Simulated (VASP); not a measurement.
# BW5 (P6/mmm) in VASP: single point with PBE

Aim: the single point of BW5 with PBE.

Everything below comes from runs of VASP 6.6.1. Logs are shortened: lines on timing, memory, paths and dates and some standing lists are left out, and cuts for length are marked.

## 1. The cell of the first run

The structure is hexagonal, space group P6/mmm (No. 191). The conventional cell has a = 4.998 Å, b = 4.998 Å, c = 4.884 Å, α = 90.00°, β = 90.00°, γ = 120.00°. Within 3.8 Å of B (site symmetry 6/mmm) lie 18 W at 2.89 to 3.49 Å. Within 3.7 Å of W (site symmetry -6m2) lie 9 W at 2.84 to 2.89 Å and 3 B at 2.89 Å. W (site symmetry mmm) has 8 W at 2.50 to 2.84 Å within 3.3 Å.

## 2. Single point, PBE

Input file INCAR:

```
SYSTEM = BW5
ALGO     = Normal         ! electronic algorithm
EDIFF    = 1E-7           ! SCF threshold, eV
ENCUT    = 520            ! plane-wave cutoff, eV
GGA      = PE             ! functional
ISIF     = 2              ! what is computed and relaxed
ISMEAR   = 0              ! smearing method
LASPH    = .True.         ! aspherical terms in the spheres
LCHARG   = .True.         ! write CHGCAR
LELF     = .True.         ! ELF
LREAL    = .False.        ! projectors in reciprocal space
LVHAR    = .True.       
LWAVE    = .False.        ! write WAVECAR
NBANDS   = 46             ! bands
NELM     = 100            ! most SCF steps
PREC     = Accurate       ! precision mode
SIGMA    = 0.1            ! smearing width, eV
```

Input file KPOINTS:

```
k-points
0
Gamma
  12 12 8
  0 0 0
```

Input file POSCAR:

```
BW5
1.0
    4.9978075040      0.0000000000      0.0000000000
   -2.4989037520      4.3282282617      0.0000000000
    0.0000000000      0.0000000000      4.8841393662
B W
1 5
Direct
    0.0000000000      0.0000000000      0.0000000000
    0.3333333333      0.6666666667      0.0000000000
    0.6666666667      0.3333333333      0.0000000000
    0.5000000000      0.0000000000      0.5000000000
    0.5000000000      0.5000000000      0.5000000000
    0.0000000000      0.5000000000      0.5000000000
```

Potentials or basis: VASP PAW PBE potentials, release 64 (B, W_sv).

Launch:

```sh
> cat potpaw_PBE.64/B/POTCAR potpaw_PBE.64/W_sv/POTCAR > POTCAR
> mpirun -np 1 vasp_std > vasp.out
```

OUTCAR:

```text
SYSTEM = BW5
   EDIFF = 1E-7
   ENCUT = 520
   GGA = PE
   ISIF = 2
   ISMEAR = 0
   LASPH = .True.
   LREAL = .False.
   NELM = 100
   PREC = Accurate

 ion  position               nearest neighbor table
   1  0.000  0.000  0.000-
   2  0.333  0.667  0.000-   6 2.84   6 2.84   4 2.84   4 2.84   5 2.84   5 2.84   3 2.89   3 2.89
                             3 2.89
   3  0.667  0.333  0.000-   6 2.84   6 2.84   4 2.84   4 2.84   5 2.84   5 2.84   2 2.89   2 2.89
                             2 2.89
   4  0.500  0.000  0.500-   5 2.50   6 2.50   5 2.50   6 2.50   2 2.84   3 2.84   2 2.84   3 2.84

   5  0.500  0.500  0.500-   6 2.50   6 2.50   4 2.50   4 2.50   2 2.84   3 2.84   2 2.84   3 2.84

   6  0.000  0.500  0.500-   5 2.50   5 2.50   4 2.50   4 2.50   2 2.84   3 2.84   2 2.84   3 2.84

  LATTYP: Found a hexagonal cell.
 ALAT       =     4.9978075040
 C/A-ratio  =     0.9772563994

  Lattice vectors:

 A1 = (   4.9978075040,   0.0000000000,   0.0000000000)
 A2 = (  -2.4989037520,   4.3282282617,   0.0000000000)
 A3 = (   0.0000000000,   0.0000000000,   4.8841393662)

Analysis of symmetry for initial positions (statically):
=====================================================================
 Subroutine PRICEL returns:
 Original cell was already a primitive cell.

 Routine SETGRP: Setting up the symmetry group for a
 hexagonal supercell.

 Subroutine GETGRP returns: Found 24 space group operations
 (whereof 24 operations were pure point group operations)
 out of a pool of 24 trial point group operations.

The static configuration has the point symmetry D_6h.

Analysis of symmetry for dynamics (positions and initial velocities):
=====================================================================
 Subroutine PRICEL returns:
 Original cell was already a primitive cell.

 Routine SETGRP: Setting up the symmetry group for a
 hexagonal supercell.

 Subroutine GETGRP returns: Found 24 space group operations
 (whereof 24 operations were pure point group operations)
 out of a pool of 24 trial point group operations.

The dynamic configuration has the point symmetry D_6h.

 Subroutine INISYM returns: Found 24 space group operations
 (whereof 24 operations are pure point group operations),
 and found     1 'primitive' translations

----------------------------------------------------------------------------------------

                                     Primitive cell

  volume of cell :     105.6520

  direct lattice vectors                    reciprocal lattice vectors
     4.997807504  0.000000000  0.000000000     0.200087738  0.115520710  0.000000000
    -2.498903752  4.328228262  0.000000000     0.000000000  0.231041419  0.000000000
     0.000000000  0.000000000  4.884139366     0.000000000  0.000000000  0.204744362

  length of vectors
     4.997807504  4.997807504  4.884139366     0.231041419  0.231041419  0.204744362

  position of ions in fractional coordinates (direct lattice)
     0.000000000  0.000000000  0.000000000
     0.333333333  0.666666667  0.000000000
     0.666666667  0.333333333  0.000000000
     0.500000000  0.000000000  0.500000000
     0.500000000  0.500000000  0.500000000
     0.000000000  0.500000000  0.500000000

  ion indices of the primitive-cell ions
   primitive index   ion index
                 1           1
                 2           2
                 3           3
                 4           4
                 5           5
                 6           6

----------------------------------------------------------------------------------------

 KPOINTS: k-points

Automatic generation of k-mesh.
 Grid dimensions read from file:
 generate k-points for:   12   12    8

 Generating k-lattice:

  Cartesian coordinates                     Fractional coordinates (reciprocal lattice)
     0.016673978  0.009626726  0.000000000     0.083333333  0.000000000  0.000000000
     0.000000000  0.019253452  0.000000000     0.000000000  0.083333333  0.000000000
     0.000000000  0.000000000  0.025593045     0.000000000  0.000000000  0.125000000

  Length of vectors
     0.019253452  0.019253452  0.025593045

  Shift w.r.t. Gamma in fractional coordinates (k-lattice)
     0.000000000  0.000000000  0.000000000

 Subroutine IBZKPT returns following result:
 ===========================================

 Found     95 irreducible k-points:

 Following reciprocal coordinates:
            Coordinates               Weight
  0.000000  0.000000  0.000000      1.000000
  0.083333  0.000000  0.000000      6.000000
  0.166667 -0.000000  0.000000      6.000000
  0.250000  0.000000  0.000000      6.000000
  0.333333  0.000000  0.000000      6.000000
  0.416667  0.000000  0.000000      6.000000
[... 16 lines left out ...]
  0.250000  0.000000  0.125000     12.000000
  0.333333  0.000000  0.125000     12.000000
 [... further k-points ...]
   k-points           NKPTS =     95   k-points in BZ     NKDIM =     95   number of bands    NBANDS=     46
   number of dos      NEDOS =    301   number of ions     NIONS =      6
   total plane-waves  NPLWV =  57600
   dimension x,y,z NGX =    40 NGY =   40 NGZ =   36
   dimension x,y,z NGXF=    80 NGYF=   80 NGZF=   72
   ions per type =               1   5
   NGX,Y,Z   is equivalent  to a cutoff of  13.31, 13.31, 12.25 a.u.
   NGXF,Y,Z  is equivalent  to a cutoff of  26.61, 26.61, 24.51 a.u.
 SYSTEM =  BW5
   PREC   = accura    normal or accurate (medium, high low for compatibility)
   ISTART =      0    job   : 0-new  1-cont  2-samecut
   ICHARG =      2    charge: 1-file 2-atom 10-const
   ISPIN  =      1    spin polarized calculation?
   LNONCOLLINEAR =      F non collinear calculations
   LSORBIT =      F    spin-orbit coupling
   LASPH  =      T    aspherical Exc in radial PAW
   ENCUT  =  520.0 eV  38.22 Ry    6.18 a.u.   9.29  9.29  9.08*2*pi/ulx,y,z
   NELM   =    100;   NELMIN=  2; NELMDL= -5     # of ELM steps
   EDIFF  = 0.1E-06   stopping-criterion for ELM
   LREAL  =      F    real-space projection
   EDIFFG = 0.1E-05   stopping-criterion for IOM
   NSW    =      0    number of steps for IOM
   IBRION =     -1    ionic relax: 0-MD 1-quasi-New 2-CG
   NFREE  =      0    steps in history (QN), initial steepest desc. (CG)
   ISIF   =      2    stress and relaxation
   ISYM   =      2    0-nonsym 1-usesym 2-fastsym
   POTIM  = 0.5000    time-step for ionic-motion
   TEBEG  =    0.0;   TEEND  =   0.0 temperature during run
   PSTRESS=    0.0 pullay stress
   NELECT =      73.0000    total number of electrons
   NUPDOWN=      -1.0000    fix difference up-down
   EMIN   =  10.00;   EMAX   =-10.00  energy-range for DOS
   EFERMI =   0.00;   METHOD = LEGACY
   ISMEAR =     0;   SIGMA  =   0.10  broadening in eV -4-tet -1-fermi 0-gaus
   EFERMI_NEDOS =   21; number of points for ismear=-14 and -15
   IALGO  =     38    algorithm
   IMIX   =      4    mixing-type and parameters
     AMIX     =   0.40;   BMIX     =  1.00
     AMIX_MAG =   1.60;   BMIX_MAG =  1.00
  volume/ion in A,a.u.               =      17.61       118.83
  Fermi-wavevector in a.u.,A,eV,Ry     =   1.447293  2.734988 28.499550  2.094658
  Thomas-Fermi vector in A             =   2.565265
   LORBIT       =      0    0 simple, 1 ext, 2 COOP (PROOUT), +10 PAW based schemes
   GGA     = PE    functional components
   LHFCALC =     F    Hartree Fock is set to
   AEXX    =    0.0000 exact exchange contribution
   IVDW    =     0    specifies the selected vdW correction
   LEPSILON=     F    determine dielectric tensor
   LRPA    =     F    only Hartree local field effects (RPA)
 non-spin polarized calculation
 Gauss-broadening in eV      SIGMA  =   0.10
  energy-cutoff  :      520.00
  volume of cell :      105.65
 maximum number of plane-waves:      2866
 NGX is ok and might be reduce to    40
   NGX = 19   NGY = 19   NGZ = 19

 number of electron      72.9999999 magnetization

 Free energy of the ion-electron system (eV)
  ---------------------------------------------------
  ext. energy  EPLUGINS =         0.00000000
  ---------------------------------------------------
  free energy    TOTEN  =       -62.93700535 eV

  energy without entropy =      -62.91481901  energy(sigma->0) =      -62.92591218

 E-fermi :   7.8814     XC(G=0): -12.2108

 val. band max:        7.8792546668   @ k =   0.1667   0.1667   0.3750
 cond. band min:       7.8888638318   @ k =   0.4167   0.0833   0.1250
 fundamental gap:      0.0096091649
 Fermi energy:         7.8813772940

 k-point     1 :       0.0000    0.0000    0.0000
  band No.  band energies     occupation
      1     -65.7636      2.00000
      2     -65.6974      2.00000
      3     -65.6411      2.00000
      4     -65.3936      2.00000
      5     -65.3936      2.00000
      6     -31.4020      2.00000
[... 38 lines left out ...]
     45      11.4917      0.00000
     46      12.2920      0.00000

 k-point     2 :       0.0833    0.0000    0.0000
  band No.  band energies     occupation
      1     -65.7621      2.00000
      2     -65.6982      2.00000
      3     -65.6379      2.00000
      4     -65.3976      2.00000
      5     -65.3936      2.00000
      6     -31.3717      2.00000
[... 38 lines left out ...]
     45      11.3789      0.00000
     46      11.9739      0.00000

 k-point     3 :       0.1667   -0.0000    0.0000
  band No.  band energies     occupation
      1     -65.7579      2.00000
      2     -65.7005      2.00000
      3     -65.6285      2.00000
      4     -65.4093      2.00000
      5     -65.3936      2.00000
      6     -31.2848      2.00000
[... 38 lines left out ...]
     45      11.2243      0.00000
     46      11.4789      0.00000

 k-point     4 :       0.2500    0.0000    0.0000
  band No.  band energies     occupation
      1     -65.7519      2.00000
      2     -65.7042      2.00000
      3     -65.6134      2.00000
      4     -65.4273      2.00000
      5     -65.3936      2.00000
      6     -31.1561      2.00000
[... 920 lines left out ...]
     45      11.2718      0.00000
     46      11.3716      0.00000

 k-point    23 :       0.2500    0.0000    0.1250
  band No.  band energies     occupation
      1     -65.7499      2.00000
      2     -65.7040      2.00000
      3     -65.6155      2.00000
      4     -65.4275      2.00000
      5     -65.3936      2.00000
      6     -31.1684      2.00000
[... 38 lines left out ...]
     45      10.9882      0.00000
     46      11.2916      0.00000

 k-point    24 :       0.3333    0.0000    0.1250
  band No.  band energies     occupation
      1     -65.7435      2.00000
      2     -65.7085      2.00000
      3     -65.5958      2.00000
      4     -65.4497      2.00000
      5     -65.3936      2.00000
      6     -31.0290      2.00000
[... 38 lines left out ...]
     45      10.8703      0.00000
     46      11.1934      0.00000

 [... further k-points ...]
[... 5 lines left out ...]
  --------------------------------------------------------------------------------------
  -------------------------------------------------------------------------------------
  Total        0.5493189      0.5493189      0.2257603      0.0000000     -0.0000000      0.0000000
  in kB        8.3302370      8.3302370      3.4235795      0.0000000     -0.0000000      0.0000000
  external PRESSURE =       6.6946845 kB  Pullay stress =       0.0000000 kB

 VOLUME and BASIS-vectors are now :
 -----------------------------------------------------------------------------
  energy-cutoff  :      520.00
  volume of cell :      105.65
      direct lattice vectors                 reciprocal lattice vectors
     4.997807504  0.000000000  0.000000000     0.200087738  0.115520710  0.000000000
    -2.498903752  4.328228262  0.000000000     0.000000000  0.231041419  0.000000000
     0.000000000  0.000000000  4.884139366     0.000000000  0.000000000  0.204744362

 POSITION                                       TOTAL-FORCE (eV/Angst)
 -----------------------------------------------------------------------------------
      0.00000      0.00000      0.00000         0.000000      0.000000      0.000000
     -0.00000      2.88549      0.00000        -0.000000     -0.000000      0.000000
      2.49890      1.44274      0.00000         0.000000     -0.000000      0.000000
      2.49890      0.00000      2.44207         0.000000      0.000000      0.000000
      1.24945      2.16411      2.44207         0.000000      0.000000      0.000000
     -1.24945      2.16411      2.44207         0.000000      0.000000      0.000000
 -----------------------------------------------------------------------------------
    total drift:                               -0.000000     -0.000000     -0.000000

  FREE ENERGIE OF THE ION-ELECTRON SYSTEM (eV)
  ---------------------------------------------------
  free  energy   TOTEN  =       -62.9370053505 eV

  energy  without entropy=      -62.9148190097  energy(sigma->0) =      -62.92591218
```

It took 5 min on 1 thread of Intel Xeon Platinum 8488C (Sapphire Rapids), shared host; peak memory 0.46 GiB.

What came out:

- Free energy: -62.9370 eV
- Pressure: 0.7 GPa

Stress tensor (GPa, compression positive):
```
0.83 0.00 0.00
0.00 0.83 0.00
0.00 0.00 0.34
```

Levels at points of the mesh, in eV from the Fermi level:
```
           k point  band 34  band 35  band 36  band 37  band 38  band 39  band 40  band 41
(0.00, 0.00, 0.00)    -1.02    -1.02    -0.82    -0.62     0.67     2.63     2.63     2.70
(0.50, 0.00, 0.00)    -0.54    -0.36    -0.25    -0.01     0.06     0.74     1.18     1.45
(0.00, 0.00, 0.50)    -0.38     0.26     0.37     0.37     0.53     0.53     3.25     3.46
(0.50, 0.00, 0.50)    -0.58    -0.48    -0.47    -0.18     0.05     0.25     2.06     2.23
```

Caveat: spin-orbit coupling is left out, which moves the levels of the heavy elements.
